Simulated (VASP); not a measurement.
Input of a VASP 6.6.1 run:

File INCAR:

```
ALGO = Normal ; EDIFF = 1E-6
ENCUT = 520 ; GGA = PE
ISIF = 2 ; ISMEAR = -1
LASPH = True ; LCHARG = False
LREAL = False ; LWAVE = False
NBANDS = 11 ; NELM = 100
PREC = Accurate ; SIGMA = 0.05
```

Contents of KPOINTS:

```
k-points
0
Gamma
  10 10 1
```

Contents of POSCAR:

```
Hf
1.0
    2.9335200000      0.0000000000      0.0000000000
   -1.4667600000      2.5405000000      0.0000000000
    0.0000000000      0.0000000000     23.8000000000
Hf
1
Direct
    0.0000000000      0.0000000000      0.2941200000
```

Potentials or basis: VASP PAW PBE potentials, release 64 (Hf_pv).

The run is started by

```bash
$ cat potpaw_PBE.64/Hf_pv/POTCAR > POTCAR
$ mpirun -np 1 vasp_std > vasp.out
```

Task: What does it give for the band gap on the k mesh?

Result: Zero (band 5 reaches -3.05 eV, above the bottom of band 6 at -3.54 eV).

Caveat: spin-orbit coupling is left out, which moves the levels of the heavy elements.
